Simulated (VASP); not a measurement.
# HfN (I4/mmm) in VASP: notebook, part 2 of 2

VASP 6.6.1.

### 3 Single point, PBE (strain -0.015 along x and y, -0.030 along z)

Input file INCAR:

```
  ALGO = Normal
  EDIFF = 1E-6
  ENCUT = 520
  GGA = PE
  ISIF = 2
  ISMEAR = 0
  LASPH = T
  LCHARG = F
  LREAL = F
  LWAVE = F
  NBANDS = 14
  NELM = 100
  PREC = Accurate
  SIGMA = 0.15
```

Input file KPOINTS:

```
k-points
0
Gamma
  18 18 18
```

Input file POSCAR:

```
HfN
1.0
    0.0000000000      2.2251150000      2.1912300000
    2.2251150000      0.0000000000      2.1912300000
    2.2251150000      2.2251150000      0.0000000000
Hf N
1 1
Direct
    0.0000000000      0.0000000000      0.0000000000
    0.5000000000      0.5000000000      0.5000000000
```

Potentials or basis: VASP PAW PBE potentials, release 64 (Hf_pv, N).

The run is started by

```bash
cat potpaw_PBE.64/Hf_pv/POTCAR potpaw_PBE.64/N/POTCAR > POTCAR
mpirun -np 1 vasp_std > vasp.out
```

Wall time 2.8 min (1 thread of Intel Xeon 8259CL, shared host); peak memory 0.27 GiB.

It converged, with:

```
Free energy            : -21.6453 eV
Pressure               : 22.8 GPa
Band gap on the k mesh : zero (an odd number of electrons rules out a gap without spin polarisation)
```

Stress tensor (GPa, compression positive):
```
19.42  0.00  0.00
 0.00 19.42  0.00
 0.00  0.00 29.55
```

Levels at points of the mesh, in eV from the Fermi level:
| k point | band 4 | band 5 | band 6 | band 7 | band 8 | band 9 | band 10 | band 11 | band 12 | band 13 |
| --- | --- | --- | --- | --- | --- | --- | --- | --- | --- | --- |
| (0.00, 0.00, 0.00) | -17.87 | -3.13 | -3.13 | -3.03 | -0.44 | -0.44 | -0.26 | 2.00 | 2.00 | 2.65 |
| (0.50, 0.00, 0.00) | -14.78 | -9.24 | -6.51 | -6.49 | 3.56 | 3.98 | 4.09 | 4.76 | 9.40 | 9.77 |
| (0.50, 0.50, 0.00) | -16.76 | -5.26 | -4.12 | -3.77 | -3.77 | 4.45 | 6.01 | 6.01 | 6.33 | 8.94 |
| (0.50, 0.00, 0.50) | -16.77 | -5.44 | -4.07 | -3.74 | -3.64 | 4.41 | 5.90 | 6.13 | 6.37 | 8.77 |

Caveat: the cell differs from its parent crystal (strain -0.015 along x and y, -0.030 along z); the stress differs along the axes, from 19 to 30 GPa; spin-orbit coupling is left out, which moves the levels of the heavy elements.

### 4 Single point, PBE (strain -0.030 along x and y, +0.015 along z)

Input file INCAR:

```
PREC = Accurate
ENCUT = 520
EDIFF = 1E-6
ISMEAR = 0
SIGMA = 0.15
LREAL = False
LASPH = True
NELM = 100
ALGO = Normal
ISIF = 2
LWAVE = False
LCHARG = False
GGA = PE
NBANDS = 14
```

Input file KPOINTS:

```
Automatic mesh
0
Gamma
  18 18 18
```

Input file POSCAR:

```
HfN
1.0
    0.0000000000      2.1912300000      2.2928850000
    2.1912300000      0.0000000000      2.2928850000
    2.1912300000      2.1912300000      0.0000000000
Hf N
1 1
Direct
    0.0000000000      0.0000000000      0.0000000000
    0.5000000000      0.5000000000      0.5000000000
```

Potentials or basis: VASP PAW PBE potentials, release 64 (Hf_pv, N).

The run is started by

```bash
cat potpaw_PBE.64/Hf_pv/POTCAR potpaw_PBE.64/N/POTCAR > POTCAR
mpirun -np 1 vasp_std > vasp.out
```

OUTCAR:

```text
PREC = Accurate
   ENCUT = 520
   EDIFF = 1E-6
   ISMEAR = 0
   LREAL = False
   LASPH = True
   NELM = 100
   ISIF = 2
   GGA = PE

 ion  position               nearest neighbor table
   1  0.000  0.000  0.000-   2 2.19   2 2.19   2 2.19   2 2.19   2 2.29   2 2.29
   2  0.500  0.500  0.500-   1 2.19   1 2.19   1 2.19   1 2.19   1 2.29   1 2.29

  LATTYP: Found a body centered tetragonal cell.
 ALAT       =     3.0988671843
 C/A-ratio  =     1.4798214081

  Lattice vectors:

 A1 = (  -2.1912300000,   0.0000000000,   2.2928850000)
[... 586 lines left out ...]
     10      10.6704      0.00000
     11      12.1573      0.00000
     12      15.0364      0.00000
     13      15.4056      0.00000
     14      21.2452      0.00000

 [... further k-points ...]
[... 5 lines left out ...]
  --------------------------------------------------------------------------------------
  -------------------------------------------------------------------------------------
  Total        3.8090008      3.8090008      0.1692319      0.0000000     -0.0000000      0.0000000
  in kB      277.1618485    277.1618485     12.3141580      0.0000000     -0.0000000      0.0000000
  external PRESSURE =     188.8792850 kB  Pullay stress =       0.0000000 kB

 VOLUME and BASIS-vectors are now :
 -----------------------------------------------------------------------------
  energy-cutoff  :      520.00
  volume of cell :       22.02
      direct lattice vectors                 reciprocal lattice vectors
     0.000000000  2.191230000  2.292885000    -0.228182345  0.228182345  0.218065886
     2.191230000  0.000000000  2.292885000     0.228182345 -0.228182345  0.218065886
     2.191230000  2.191230000  0.000000000     0.228182345  0.228182345 -0.218065886

 POSITION                                       TOTAL-FORCE (eV/Angst)
 -----------------------------------------------------------------------------------
      0.00000      0.00000      0.00000        -0.000000      0.000000     -0.000000
      2.19123      2.19123      2.29289         0.000000     -0.000000      0.000000
 -----------------------------------------------------------------------------------
    total drift:                                0.000000     -0.000000     -0.000000

  FREE ENERGIE OF THE ION-ELECTRON SYSTEM (eV)
  ---------------------------------------------------
  free  energy   TOTEN  =       -21.6368743360 eV

  energy  without entropy=      -21.6304738710  energy(sigma->0) =      -21.63367410
```

OSZICAR:

```text
N       E                     dE             d eps       ncg     rms          rms(c)
DAV:   1     0.389546419520E+02    0.38955E+02   -0.78633E+03 13470   0.102E+03
DAV:   2    -0.227069701055E+02   -0.61662E+02   -0.57725E+02 17706   0.239E+02
DAV:   3    -0.246495990339E+02   -0.19426E+01   -0.19346E+01 15638   0.348E+01
DAV:   4    -0.246561488444E+02   -0.65498E-02   -0.65490E-02 16176   0.236E+00
DAV:   5    -0.246561865205E+02   -0.37676E-04   -0.37676E-04 15584   0.153E-01    0.545E+01
DAV:   6    -0.217190987863E+02    0.29371E+01   -0.80246E+00 15178   0.225E+01    0.453E+01
DAV:   7    -0.216600497027E+02    0.59049E-01   -0.45326E-01 17166   0.599E+00    0.276E+01
DAV:   8    -0.216411794051E+02    0.18870E-01   -0.77411E-02 16212   0.246E+00    0.559E+00
DAV:   9    -0.216370243220E+02    0.41551E-02   -0.12338E-02 15636   0.885E-01    0.193E+00
DAV:  10    -0.216368974763E+02    0.12685E-03   -0.10006E-03 18016   0.308E-01    0.324E-01
DAV:  11    -0.216368752466E+02    0.22230E-04   -0.68206E-05 15066   0.834E-02    0.647E-02
DAV:  12    -0.216368743360E+02    0.91063E-06   -0.52303E-06 17912   0.197E-02
   1 F= -.21636874E+02 E0= -.21633674E+02  d E =-.640047E-02
```

Wall time 2.5 min (1 thread of Intel Xeon 8259CL, shared host); peak memory 0.27 GiB.

What came out:

```yaml
Free_energy: -21.6369 eV
Pressure: 18.9 GPa
Band_gap_on_the_k_mesh: zero (an odd number of electrons rules out a gap without spin polarisation)
```

Caveat: the cell differs from its parent crystal (strain -0.030 along x and y, +0.015 along z); the stress differs along the axes, from 1 to 28 GPa; spin-orbit coupling is left out, which moves the levels of the heavy elements.

### 5 Overview

```csv
cell,gap on the mesh (eV),pressure (GPa)
"a = 3.147, b = 3.147, c = 3.099 Å, angles 60.5, 60.5, 59.0°, 2 atoms",none,23.4
"a = 3.123, b = 3.123, c = 3.147 Å, angles 59.7, 59.7, 60.5°, 2 atoms",none,22.8
"a = 3.172, b = 3.172, c = 3.099 Å, angles 60.8, 60.8, 58.5°, 2 atoms",none,18.9
```

Alike in all rows: task single point; level PBE; potentials or basis VASP PAW PBE potentials, release 64 (Hf_pv, N); no spin polarisation; k mesh 18 × 18 × 18; cutoff (eV) 520; smearing gaussian 0.15 eV.

Caveats: spin-orbit coupling is left out, which moves the levels of the heavy elements; the stress differs along the axes, from 11 to 30 GPa (at least some runs); the stress differs along the axes, from 19 to 30 GPa (at least some runs); the stress differs along the axes, from 1 to 28 GPa (at least some runs).

Absolute energies hang on the potentials; compare differences alone.
